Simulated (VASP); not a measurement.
# ScS4 (Pm-3m) in VASP: further runs

ScS4 is run at these levels: PBE; tasks: single point.

Program: VASP 6.6.1. These are calculated values, not measurements. Logs are shortened: lines on timing, memory, paths and dates and some standing lists are left out, and cuts for length are marked.

**1. The cell of the first run**

Symmetry: Pm-3m, No. 221, cubic system. Conventional cell: a = 4.844 Å, b = 4.844 Å, c = 4.844 Å, α = 90.00°, β = 90.00°, γ = 90.00°. Within 3.2 Å of Sc (site symmetry m-3m) lie 6 S at 2.42 Å. Within 3.2 Å of S (site symmetry 4/mmm) lie 2 Sc at 2.42 Å. S (site symmetry m-3m) has 12 S at 3.42 Å and 8 Sc at 4.19 Å within 4.5 Å.

The cell was generated, and may not be a known phase.

**2. Single point, PBE**

The input, INCAR:

```
PREC = Accurate
ENCUT = 520
EDIFF = 1E-6
ISMEAR = 0
SIGMA = 0.1
LREAL = F
LASPH = T
NELM = 100
ALGO = Normal
ISIF = 2
LWAVE = F
LCHARG = F
GGA = PE
NBANDS = 26
```

The input, KPOINTS:

```
regular mesh
0
Gamma
  4 4 4
```

The input, POSCAR:

```
ScS4
1.0
    4.8435202700      0.0000000000      0.0000000000
    0.0000000000      4.8435202700      0.0000000000
    0.0000000000      0.0000000000      4.8435202700
Sc S
1 4
Direct
    0.0000000000      0.0000000000      0.0000000000
    0.5000000000      0.0000000000      0.0000000000
    0.0000000000      0.5000000000      0.0000000000
    0.0000000000      0.0000000000      0.5000000000
    0.5000000000      0.5000000000      0.5000000000
```

Potentials or basis: VASP PAW PBE potentials, release 64 (Sc_sv, S).

Command:

```console
> cat potpaw_PBE.64/Sc_sv/POTCAR potpaw_PBE.64/S/POTCAR > POTCAR
> mpirun -np 1 vasp_std > vasp.out
```

OUTCAR:

```text
PREC = Accurate
   ENCUT = 520
   EDIFF = 1E-6
   ISMEAR = 0
   LREAL = F
   LASPH = T
   NELM = 100
   ISIF = 2
   GGA = PE

 ion  position               nearest neighbor table
   1  0.000  0.000  0.000-   2 2.42   3 2.42   4 2.42   4 2.42   3 2.42   2 2.42
   2  0.500  0.000  0.000-   1 2.42   1 2.42
   3  0.000  0.500  0.000-   1 2.42   1 2.42
   4  0.000  0.000  0.500-   1 2.42   1 2.42
   5  0.500  0.500  0.500-

  LATTYP: Found a simple cubic cell.
 ALAT       =     4.8435202700

  Lattice vectors:

 A1 = (   4.8435202700,   0.0000000000,   0.0000000000)
 A2 = (   0.0000000000,   4.8435202700,   0.0000000000)
 A3 = (   0.0000000000,   0.0000000000,   4.8435202700)

Analysis of symmetry for initial positions (statically):
=====================================================================
 Subroutine PRICEL returns:
 Original cell was already a primitive cell.

 Routine SETGRP: Setting up the symmetry group for a
 simple cubic supercell.

 Subroutine GETGRP returns: Found 48 space group operations
 (whereof 48 operations were pure point group operations)
 out of a pool of 48 trial point group operations.

The static configuration has the point symmetry O_h .

Analysis of symmetry for dynamics (positions and initial velocities):
=====================================================================
 Subroutine PRICEL returns:
 Original cell was already a primitive cell.

 Routine SETGRP: Setting up the symmetry group for a
 simple cubic supercell.

 Subroutine GETGRP returns: Found 48 space group operations
 (whereof 48 operations were pure point group operations)
 out of a pool of 48 trial point group operations.

The dynamic configuration has the point symmetry O_h .

 Subroutine INISYM returns: Found 48 space group operations
 (whereof 48 operations are pure point group operations),
 and found     1 'primitive' translations

----------------------------------------------------------------------------------------

                                     Primitive cell

  volume of cell :     113.6275

  direct lattice vectors                    reciprocal lattice vectors
     4.843520270  0.000000000  0.000000000     0.206461405  0.000000000  0.000000000
     0.000000000  4.843520270  0.000000000     0.000000000  0.206461405  0.000000000
     0.000000000  0.000000000  4.843520270     0.000000000  0.000000000  0.206461405

  length of vectors
     4.843520270  4.843520270  4.843520270     0.206461405  0.206461405  0.206461405

  position of ions in fractional coordinates (direct lattice)
     0.000000000  0.000000000  0.000000000
     0.500000000  0.000000000  0.000000000
     0.000000000  0.500000000  0.000000000
     0.000000000  0.000000000  0.500000000
     0.500000000  0.500000000  0.500000000

  ion indices of the primitive-cell ions
   primitive index   ion index
                 1           1
                 2           2
                 3           3
                 4           4
                 5           5

----------------------------------------------------------------------------------------

 KPOINTS: regular mesh

Automatic generation of k-mesh.
 Grid dimensions read from file:
 generate k-points for:    4    4    4

 Generating k-lattice:

  Cartesian coordinates                     Fractional coordinates (reciprocal lattice)
     0.051615351  0.000000000  0.000000000     0.250000000  0.000000000  0.000000000
     0.000000000  0.051615351  0.000000000     0.000000000  0.250000000  0.000000000
     0.000000000  0.000000000  0.051615351     0.000000000  0.000000000  0.250000000

  Length of vectors
     0.051615351  0.051615351  0.051615351

  Shift w.r.t. Gamma in fractional coordinates (k-lattice)
     0.000000000  0.000000000  0.000000000

 Subroutine IBZKPT returns following result:
 ===========================================

 Found     10 irreducible k-points:

 Following reciprocal coordinates:
            Coordinates               Weight
  0.000000  0.000000  0.000000      1.000000
  0.250000  0.000000  0.000000      6.000000
  0.500000  0.000000  0.000000      3.000000
  0.250000  0.250000  0.000000     12.000000
  0.500000  0.250000  0.000000     12.000000
  0.500000  0.500000  0.000000      3.000000
  0.250000  0.250000  0.250000      8.000000
  0.500000  0.250000  0.250000     12.000000
  0.500000  0.500000  0.250000      6.000000
  0.500000  0.500000  0.500000      1.000000
   k-points           NKPTS =     10   k-points in BZ     NKDIM =     10   number of bands    NBANDS=     26
   number of dos      NEDOS =    301   number of ions     NIONS =      5
   total plane-waves  NPLWV =  46656
   dimension x,y,z NGX =    36 NGY =   36 NGZ =   36
   dimension x,y,z NGXF=    72 NGYF=   72 NGZF=   72
   ions per type =               1   4
   NGX,Y,Z   is equivalent  to a cutoff of  12.36, 12.36, 12.36 a.u.
   NGXF,Y,Z  is equivalent  to a cutoff of  24.71, 24.71, 24.71 a.u.
 SYSTEM =  unknown system
   PREC   = accura    normal or accurate (medium, high low for compatibility)
   ISTART =      0    job   : 0-new  1-cont  2-samecut
   ICHARG =      2    charge: 1-file 2-atom 10-const
   ISPIN  =      1    spin polarized calculation?
   LNONCOLLINEAR =      F non collinear calculations
   LSORBIT =      F    spin-orbit coupling
   LASPH  =      T    aspherical Exc in radial PAW
   ENCUT  =  520.0 eV  38.22 Ry    6.18 a.u.   9.01  9.01  9.01*2*pi/ulx,y,z
   NELM   =    100;   NELMIN=  2; NELMDL= -5     # of ELM steps
   EDIFF  = 0.1E-05   stopping-criterion for ELM
   LREAL  =      F    real-space projection
   EDIFFG = 0.1E-04   stopping-criterion for IOM
   NSW    =      0    number of steps for IOM
   IBRION =     -1    ionic relax: 0-MD 1-quasi-New 2-CG
   NFREE  =      0    steps in history (QN), initial steepest desc. (CG)
   ISIF   =      2    stress and relaxation
   ISYM   =      2    0-nonsym 1-usesym 2-fastsym
   POTIM  = 0.5000    time-step for ionic-motion
   TEBEG  =    0.0;   TEEND  =   0.0 temperature during run
   PSTRESS=    0.0 pullay stress
   NELECT =      35.0000    total number of electrons
   NUPDOWN=      -1.0000    fix difference up-down
   EMIN   =  10.00;   EMAX   =-10.00  energy-range for DOS
   EFERMI =   0.00;   METHOD = LEGACY
   ISMEAR =     0;   SIGMA  =   0.10  broadening in eV -4-tet -1-fermi 0-gaus
   EFERMI_NEDOS =   21; number of points for ismear=-14 and -15
   IALGO  =     38    algorithm
   IMIX   =      4    mixing-type and parameters
     AMIX     =   0.40;   BMIX     =  1.00
     AMIX_MAG =   1.60;   BMIX_MAG =  1.00
  volume/ion in A,a.u.               =      22.73       153.36
  Fermi-wavevector in a.u.,A,eV,Ry     =   1.105613  2.089305 16.631485  1.222380
  Thomas-Fermi vector in A             =   2.242102
   LORBIT       =      0    0 simple, 1 ext, 2 COOP (PROOUT), +10 PAW based schemes
   GGA     = PE    functional components
   LHFCALC =     F    Hartree Fock is set to
   AEXX    =    0.0000 exact exchange contribution
   IVDW    =     0    specifies the selected vdW correction
   LEPSILON=     F    determine dielectric tensor
   LRPA    =     F    only Hartree local field effects (RPA)
 non-spin polarized calculation
 Gauss-broadening in eV      SIGMA  =   0.10
  energy-cutoff  :      520.00
  volume of cell :      113.63
 maximum number of plane-waves:      3112
   NGX = 19   NGY = 19   NGZ = 19

 number of electron      34.9999994 magnetization

 Free energy of the ion-electron system (eV)
  ---------------------------------------------------
  ext. energy  EPLUGINS =         0.00000000
  ---------------------------------------------------
  free energy    TOTEN  =       -21.71561044 eV

  energy without entropy =      -21.67731443  energy(sigma->0) =      -21.69646243

 E-fermi :   2.4575     XC(G=0):  -9.3402

 val. band max:        2.4439079296   @ k =   0.5000   0.0000   0.0000
 cond. band min:       2.5143086912   @ k =   0.2500   0.0000   0.0000
 fundamental gap:      0.0704007616
 Fermi energy:         2.4575388243

 k-point     1 :       0.0000    0.0000    0.0000
  band No.  band energies     occupation
      1     -45.6660      2.00000
      2     -24.3893      2.00000
      3     -24.3893      2.00000
      4     -24.3893      2.00000
      5     -10.3292      2.00000
      6      -8.7509      2.00000
[... 18 lines left out ...]
     25       6.4254      0.00000
     26       9.1327      0.00000

 k-point     2 :       0.2500    0.0000    0.0000
  band No.  band energies     occupation
      1     -45.6659      2.00000
      2     -24.3987      2.00000
      3     -24.3891      2.00000
      4     -24.3891      2.00000
      5     -10.0945      2.00000
      6      -8.8849      2.00000
[... 18 lines left out ...]
     25       7.3260      0.00000
     26       9.8447      0.00000

 k-point     3 :       0.5000    0.0000    0.0000
  band No.  band energies     occupation
      1     -45.6657      2.00000
      2     -24.4081      2.00000
      3     -24.3889      2.00000
      4     -24.3889      2.00000
      5      -9.6536      2.00000
      6      -9.3148      2.00000
[... 18 lines left out ...]
     25       7.7979      0.00000
     26      11.2608      0.00000

 k-point     4 :       0.2500    0.2500    0.0000
  band No.  band energies     occupation
      1     -45.6657      2.00000
      2     -24.3985      2.00000
      3     -24.3984      2.00000
      4     -24.3889      2.00000
      5      -9.8699      2.00000
      6      -8.8337      2.00000
[... 18 lines left out ...]
     25       8.2054      0.00000
     26      10.5770      0.00000
[... 90 lines left out ...]
      1     -45.6654      2.00000
      2     -24.4076      2.00000
      3     -24.3981      2.00000
      4     -24.3980      2.00000
      5      -9.2547      2.00000
      6      -9.0539      2.00000
[... 18 lines left out ...]
     25       9.1540      0.00000
     26      11.2073      0.00000

 k-point     9 :       0.5000    0.5000    0.2500
  band No.  band energies     occupation
      1     -45.6652      2.00000
      2     -24.4073      2.00000
      3     -24.4073      2.00000
      4     -24.3978      2.00000
      5      -8.9938      2.00000
      6      -8.8004      2.00000
[... 18 lines left out ...]
     25      10.6268      0.00000
     26      10.8411      0.00000

 k-point    10 :       0.5000    0.5000    0.5000
  band No.  band energies     occupation
      1     -45.6651      2.00000
      2     -24.4071      2.00000
      3     -24.4071      2.00000
      4     -24.4071      2.00000
      5      -8.7730      2.00000
      6      -8.7730      2.00000
[... 18 lines left out ...]
     25       9.8641      0.00000
     26       9.8642      0.00000

------------------------ aborting loop because EDIFF is reached ----------------------------------------

  FORCE on cell =-STRESS in cart. coord.  units (eV):
  Direction    XX          YY          ZZ          XY          YZ          ZX
  --------------------------------------------------------------------------------------
  -------------------------------------------------------------------------------------
  Total        1.3796380      1.3796380      1.3796380     -0.0000000     -0.0000000      0.0000000
  in kB       19.4532589     19.4532589     19.4532589     -0.0000000     -0.0000000      0.0000000
  external PRESSURE =      19.4532589 kB  Pullay stress =       0.0000000 kB

 VOLUME and BASIS-vectors are now :
 -----------------------------------------------------------------------------
  energy-cutoff  :      520.00
  volume of cell :      113.63
      direct lattice vectors                 reciprocal lattice vectors
     4.843520270  0.000000000  0.000000000     0.206461405  0.000000000  0.000000000
     0.000000000  4.843520270  0.000000000     0.000000000  0.206461405  0.000000000
     0.000000000  0.000000000  4.843520270     0.000000000  0.000000000  0.206461405

 POSITION                                       TOTAL-FORCE (eV/Angst)
 -----------------------------------------------------------------------------------
      0.00000      0.00000      0.00000         0.000000      0.000000      0.000000
      2.42176      0.00000      0.00000         0.000000      0.000000      0.000000
      0.00000      2.42176      0.00000         0.000000      0.000000      0.000000
      0.00000      0.00000      2.42176         0.000000      0.000000      0.000000
      2.42176      2.42176      2.42176         0.000000      0.000000      0.000000
 -----------------------------------------------------------------------------------
    total drift:                               -0.000000      0.000000     -0.000000

  FREE ENERGIE OF THE ION-ELECTRON SYSTEM (eV)
  ---------------------------------------------------
  free  energy   TOTEN  =       -21.7156104369 eV

  energy  without entropy=      -21.6773144297  energy(sigma->0) =      -21.69646243
```

Wall time 22 s (1 thread of Oxide Virtual Turin-like, shared host); peak memory 0.17 GiB.

Results:

```
Free energy            : -21.7156 eV
Pressure               : 1.9 GPa
Band gap on the k mesh : zero (an odd number of electrons rules out a gap without spin polarisation)
```

**3. Single point, PBE**

This run uses another cell than the first one, of 23.31 Å³/atom.

The input, INCAR:

```
PREC = Accurate ; ENCUT = 520
EDIFF = 1E-7 ; ISMEAR = 0
SIGMA = 0.1 ; LREAL = F
LASPH = T ; NELM = 100
ALGO = Fast ; ISIF = 2
LWAVE = F ; LCHARG = T
GGA = PE ; LELF = T
LVHAR = T ; NBANDS = 26
```

The input, KPOINTS:

```
Automatic mesh
0
Gamma
  4 4 4
```

Changes to POSCAR since step 2:

```diff
@@ -2,5 +2,5 @@
 1.0
-    4.8435202700      0.0000000000      0.0000000000
-    0.0000000000      4.8435202700      0.0000000000
-    0.0000000000      0.0000000000      4.8435202700
+    4.8847938996      0.0000000000      0.0000000000
+    0.0000000000      4.8847938996      0.0000000000
+    0.0000000000      0.0000000000      4.8847938996
 Sc S
```

Potentials or basis: VASP PAW PBE potentials, release 64 (Sc_sv, S).

Command:

```console
> cat potpaw_PBE.64/Sc_sv/POTCAR potpaw_PBE.64/S/POTCAR > POTCAR
> mpirun -np 1 vasp_std > vasp.out
```

It took 27 s on 1 thread of Oxide Virtual Turin-like, shared host; peak memory 0.17 GiB.

The run converged. Its results:

```
Free energy            : -21.7381 eV
Pressure               : 0.5 GPa
Band gap on the k mesh : zero (an odd number of electrons rules out a gap without spin polarisation)
```

Levels at points of the mesh, in eV from the Fermi level:
```
           k point  band 13  band 14  band 15  band 16  band 17  band 18  band 19  band 20  band 21  band 22
(0.00, 0.00, 0.00)    -0.75    -0.75    -0.53    -0.53    -0.53     0.90     0.90     0.90     2.29     2.29
(0.50, 0.00, 0.00)    -2.24    -1.28    -0.93    -0.93    -0.10    -0.10    -0.01    -0.01     2.37     3.91
(0.50, 0.50, 0.00)    -2.25    -1.63    -1.61    -1.61    -0.97     0.52     0.52     0.58     4.08     4.08
(0.50, 0.50, 0.50)    -2.48    -2.48     0.27     0.27     0.27     0.61     0.61     0.61     4.75     4.75
```

The gap in the log of VASP goes by the Fermi energy; the results here count the filled bands.